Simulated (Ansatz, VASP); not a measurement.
# TaN in VASP and in Ansatz

```
CELL_PARAMETERS angstrom
0.00000 2.21132 2.21132
2.21132 0.00000 2.21132
2.21132 2.21132 0.00000
ATOMIC_POSITIONS crystal
Ta 0.50000 0.50000 0.50000
N 0.00000 0.00000 0.00000
```

Alike in both runs: task relaxation of cell and atoms; functional revPBE; k mesh 10 × 10 × 10; occupations fermi-dirac, width 0.05 eV; no spin polarisation.

|  | VASP | Ansatz |
| --- | --- | --- |
| version | VASP 6.6.1 | Ansatz 0.2.0 |
| potentials or method | VASP PAW PBE potentials, release 64 (Ta_pv, N), cutoff 600 eV | all-electron LAPW, scalar-relativistic |

```csv
,VASP,Ansatz,Ansatz less VASP
relaxed volume (Å³/atom),10.90,10.89,-0.017
relaxed cell length with the largest relative difference (Å),3.136,3.134,-0.0016
```

VASP's potentials were made for PBE, not for revPBE. Ansatz ran all-electron here, and VASP with PAW potentials.

Neither program's run includes spin-orbit coupling.
